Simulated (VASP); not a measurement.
A run of VASP 6.6.1:

The input INCAR:

```
SYSTEM = GaB2As3
PREC = Accurate
ENCUT = 520
EDIFF = 1E-6
ISMEAR = -1
SIGMA = 0.02
LREAL = .FALSE.
LASPH = .TRUE.
NELM = 60
ALGO = Normal
ISIF = 2
LWAVE = .FALSE.
LCHARG = .TRUE.
GGA = PE
LELF = .TRUE.
LVHAR = .TRUE.
NBANDS = 26
```

KPOINTS

```
Automatic mesh
0
G
  10 10 10
  0 0 0
```

The input POSCAR:

```
GaB2As3
1.0
   -1.7798212736      1.7798212736      7.7810236786
    1.7798212736     -1.7798212736      7.7810236786
    1.7798212736      1.7798212736     -7.7810236786
B As Ga
2 3 1
Direct
    0.8252146027      0.8252146027      0.0000000000
    0.1747853973      0.1747853973      0.0000000000
    0.2500000000      0.7500000000      0.5000000000
    0.6005100683      0.1005100683      0.5000000000
    0.8994899317      0.3994899317      0.5000000000
    0.5000000000      0.5000000000      0.0000000000
```

Potentials or basis: VASP PAW PBE potentials, release 64 (B, As, Ga_d).

Launch:

```sh
$ cat potpaw_PBE.64/B/POTCAR potpaw_PBE.64/As/POTCAR potpaw_PBE.64/Ga_d/POTCAR > POTCAR
$ mpirun -np 1 vasp_std > vasp.out
```

Hardware: 1 thread of Intel(R) Xeon(R) 6975P-C (Granite Rapids), with other jobs on the host.

**Question.** Estimate the wall time of this run.

**Answer.** Run time: 11 min on 1 thread of Intel(R) Xeon(R) 6975P-C (Granite Rapids), with other jobs on the host, peak memory 0.71 GiB. Counts: scf iterations 14, k points 102.
